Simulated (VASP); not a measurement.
# Al3C2 (P-4m2) in VASP: notebook, part 2 of 2

VASP 6.6.1. Earlier steps stand in the parts before.

### 4 Relaxation of cell and atoms, PBE

This run uses another cell than the first one, of 13.35 Å³/atom, 1.238 times its volume.

INCAR

```
ALGO = Normal
EDIFF = 1E-7
EDIFFG = -0.04
ENCUT = 600
GGA = PE
IBRION = 2
ISIF = 3
ISMEAR = 0
LASPH = T
LCHARG = F
LREAL = F
LWAVE = F
NELM = 100
NSW = 90
PREC = Accurate
SIGMA = 0.1
```

KPOINTS

```
k-points
0
Gamma
  6 6 4
```

POSCAR

```
Al3C2
1.0
    3.1963084700      0.0000000000      0.0000000000
    0.0000000000      3.1963084700      0.0000000000
    0.0000000000      0.0000000000      6.5334443500
Al C
3 2
Direct
    0.0000000000      0.5000000000      0.3652538100
    0.5000000000      0.0000000000      0.6347461900
    0.5000000000      0.5000000000      0.0000000000
    0.5000000000      0.0000000000      0.2621575700
    0.0000000000      0.5000000000      0.7378424300
```

Potentials or basis: VASP PAW PBE potentials, release 64 (Al, C).

Launch:

```bash
$ cat potpaw_PBE.64/Al/POTCAR potpaw_PBE.64/C/POTCAR > POTCAR
$ mpirun -np 1 vasp_std > vasp.out
```

OUTCAR:

```text
EDIFF = 1E-7
   EDIFFG = -0.04
   ENCUT = 600
   GGA = PE
   IBRION = 2
   ISIF = 3
   ISMEAR = 0
   LASPH = T
   LREAL = F
   NELM = 100
   NSW = 90
   PREC = Accurate

 ion  position               nearest neighbor table
   1  0.000  0.500  0.365-   4 2.36   4 2.36   4 2.36   4 2.36   5 2.43   2 2.87   2 2.87   2 2.87
                             2 2.87   3 2.87   3 2.87
   2  0.500  0.000  0.635-   5 2.36   5 2.36   5 2.36   5 2.36   4 2.43   1 2.87   1 2.87   1 2.87
                             1 2.87   3 2.87   3 2.87
   3  0.500  0.500  0.000-   4 2.34   5 2.34   4 2.34   5 2.34   2 2.87   1 2.87   1 2.87   2 2.87

   4  0.500  0.000  0.262-   3 2.34   3 2.34   1 2.36   1 2.36   1 2.36   1 2.36   2 2.43
   5  0.000  0.500  0.738-   3 2.34   3 2.34   2 2.36   2 2.36   2 2.36   2 2.36   1 2.43

  LATTYP: Found a simple tetragonal cell.
 ALAT       =     3.1963084700
 C/A-ratio  =     2.0440593927

  Lattice vectors:

 A1 = (   3.1963084700,   0.0000000000,   0.0000000000)
 A2 = (   0.0000000000,   3.1963084700,   0.0000000000)
 A3 = (   0.0000000000,   0.0000000000,   6.5334443500)

Analysis of symmetry for initial positions (statically):
=====================================================================
 Subroutine PRICEL returns:
 Original cell was already a primitive cell.

 Routine SETGRP: Setting up the symmetry group for a
 simple tetragonal supercell.

 Subroutine GETGRP returns: Found  8 space group operations
 (whereof  8 operations were pure point group operations)
 out of a pool of 16 trial point group operations.

The static configuration has the point symmetry D_2d.
[... 179 lines left out ...]
  external PRESSURE =    -217.0550149 kB  Pullay stress =       0.0000000 kB
[... 143 lines left out ...]
--------------------------------------- Ionic step        5  -------------------------------------------

 number of electron      16.9999999 magnetization

 E-fermi :  10.0491     XC(G=0): -11.3085

 val. band max:        9.8906722350   @ k =   0.5000   0.1667   0.5000
 cond. band min:      10.0710073772   @ k =   0.3333   0.0000   0.2500
 fundamental gap:      0.1803351422
 Fermi energy:        10.0491332895

 k-point     1 :       0.0000    0.0000    0.0000
  band No.  band energies     occupation
      1      -5.5686      2.00000
      2      -2.8066      2.00000
      3       0.6030      2.00000
      4       7.0023      2.00000
      5       7.0023      2.00000
      6       7.2887      2.00000
      7       8.6017      2.00000
      8       8.6017      2.00000
      9      10.1958      0.03803
     10      10.8120      0.00000
     11      12.6456      0.00000
     12      15.4909      0.00000
[... 461 lines left out ...]
--------------------------------------- Ionic step        8  -------------------------------------------

 number of electron      16.9999999 magnetization

 Free energy of the ion-electron system (eV)
  ---------------------------------------------------
  ext. energy  EPLUGINS =         0.00000000
  ---------------------------------------------------
  free energy    TOTEN  =       -27.76114453 eV

  energy without entropy =      -27.75785529  energy(sigma->0) =      -27.75949991

 E-fermi :   9.8959     XC(G=0): -11.2685

 val. band max:        9.7635681982   @ k =   0.5000   0.1667   0.5000
 cond. band min:       9.9156573199   @ k =   0.3333   0.0000   0.2500
 fundamental gap:      0.1520891217
 Fermi energy:         9.8959455075

 k-point     1 :       0.0000    0.0000    0.0000
  band No.  band energies     occupation
      1      -5.6183      2.00000
      2      -2.8650      2.00000
      3       0.5326      2.00000
      4       6.9176      2.00000
      5       6.9176      2.00000
      6       7.1349      2.00000
      7       8.5197      2.00000
      8       8.5197      2.00000
      9      10.1315      0.00087
     10      10.6153      0.00000
     11      12.5498      0.00000
     12      15.2755      0.00000
[... 377 lines left out ...]
  FREE ENERGIE OF THE ION-ELECTRON SYSTEM (eV)
  ---------------------------------------------------
  free  energy   TOTEN  =       -27.7611445254 eV

  energy  without entropy=      -27.7578552899  energy(sigma->0) =      -27.75949991

 reached required accuracy - stopping structural energy minimisation
```

It took 60 s on 1 thread of Intel Xeon 6975P-C (Granite Rapids), shared host; peak memory 0.2 GiB.

Results:

```
Free energy                            : -27.7611 eV
Relaxed volume                         : 10.77 Å³/atom
Relaxed cell                           : a = 3.077 Å, b = 3.077 Å, c = 5.688 Å, α = 90.00°, β = 90.00°, γ = 90.00°
Space group after relaxing (to 0.05 Å) : P-4m2 (No. 115)
Energy gained by relaxing              : 315.1 meV/atom
Ionic steps                            : 8
Pressure after relaxing                : 0.0 GPa
Largest force after relaxing           : 0.016 eV/Å
```

Forces on the atoms (eV/Å):
```
Al   0.000  0.000 -0.011
Al   0.000  0.000  0.011
Al   0.000  0.000  0.000
C    0.000  0.000  0.016
C    0.000  0.000 -0.016
```

The path:
```
step  energy change (eV)  largest force (eV/Å)  pressure (GPa)  volume (Å³)
   1              0.0000                1.1684          -21.71        66.75
   2             -1.4515                0.4281           10.77        50.64
   3             -1.5079                0.5629            2.90        52.70
   4             -1.5691                0.2181            1.38        53.43
   5             -1.5699                0.1761            1.48        53.36
   6             -1.5747                0.0656           -0.82        54.12
   7             -1.5749                0.0774           -0.42        53.98
   8             -1.5756                0.0157           -0.01        53.86
```

Final structure:
```cif
data_structure
_symmetry_space_group_name_H-M 'P 1'
_symmetry_Int_Tables_number 1
_cell_length_a 3.0771
_cell_length_b 3.0771
_cell_length_c 5.6883
_cell_angle_alpha 90.000
_cell_angle_beta 90.000
_cell_angle_gamma 90.000
_cell_volume 53.86
loop_
_atom_site_label
_atom_site_type_symbol
_atom_site_fract_x
_atom_site_fract_y
_atom_site_fract_z
_atom_site_occupancy
Al1 Al 0.00000 0.50000 0.35741 1
Al2 Al 0.50000 0.00000 0.64259 1
Al3 Al 0.50000 0.50000 0.00000 1
C1 C 0.50000 0.00000 0.27332 1
C2 C 0.00000 0.50000 0.72668 1
```

Levels at points of the mesh, in eV from the Fermi level:
```csv
k point,band 4,band 5,band 6,band 7,band 8,band 9,band 10,band 11,band 12
"(0.00, 0.00, 0.00)",-2.98,-2.98,-2.76,-1.38,-1.38,0.24,0.72,2.65,5.38
"(0.50, 0.00, 0.00)",-7.57,-6.29,-5.78,-1.69,-0.91,1.99,2.19,4.32,5.09
"(0.50, 0.50, 0.00)",-6.94,-6.01,-4.29,-4.27,-4.27,-2.44,-2.44,-0.50,1.21
"(0.00, 0.00, 0.50)",-6.09,-2.70,-2.70,-1.85,-1.85,0.53,2.45,3.15,3.49
"(0.50, 0.00, 0.50)",-8.65,-4.18,-3.55,-1.67,-0.89,-0.67,-0.36,4.31,5.27
"(0.50, 0.50, 0.50)",-7.03,-6.64,-5.14,-5.14,-5.04,-0.61,-0.61,1.87,3.75
```

Caveat: the volume moved by over 15 % at a fixed basis, so the end points are rough.

### 5 The runs side by side

```csv
task,cell,cutoff (eV),gap on the mesh (eV),pressure (GPa),largest force (eV/Å)
single point,"a = 3.078, b = 3.078, c = 5.692 Å, 5 atoms",520,none,-0.1,0.01
single point,"a = 3.196, b = 3.196, c = 6.533 Å, 5 atoms",520,none,-21.7,1.17
relaxation of cell and atoms,"relaxed from a = 3.196, b = 3.196, c = 6.533 Å, 5 atoms",600,none,0.0,0.02
```

Alike in all rows: level PBE; potentials or basis VASP PAW PBE potentials, release 64 (Al, C); no spin polarisation; k mesh 6 × 6 × 4; smearing gaussian 0.1 eV.

Caveats: forces of over 1 eV/Å act on the atoms, so gaps and moduli don't describe the material at rest (some runs); the volume moved by over 15 % at a fixed basis, so the end points are rough (some runs).

Total energies depend on the potentials used, so only differences within one code and one set of settings carry meaning.
